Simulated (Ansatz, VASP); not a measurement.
HfGe3 in VASP and in Ansatz

```
Hf Ge
1.0
     4.18939    0.00000    0.00000
     0.00000    4.18939    0.00000
     0.00000    0.00000    4.18939
Hf Ge
1 3
Cartesian
  0.0000 0.0000 0.0000
  0.0000 2.0947 2.0947
  2.0947 2.0947 0.0000
  2.0947 0.0000 2.0947
```

Alike in both runs: task single point; functional PBE; dispersion D4; k mesh 10 × 10 × 10; occupations gaussian, width 0.05 eV; no spin polarisation.

|  | VASP | Ansatz |
| --- | --- | --- |
| version | VASP 6.6.1 | Ansatz 0.2.0 |
| potentials or method | VASP PAW PBE potentials, release 64 (Hf_pv, Ge_d), cutoff 520 eV | scalar-relativistic, plane waves, PAW |
| valence electrons in the cell | 52 | 68 |

|  | VASP | Ansatz | Ansatz less VASP |
| --- | --- | --- | --- |
| pressure (GPa) | -2.9 | -2.7 | +0.19 |

VASP's potentials hold 52 valence electrons a cell and Ansatz's 68, so a difference there can come from the potentials and not from the codes.

Neither program's run includes spin-orbit coupling.
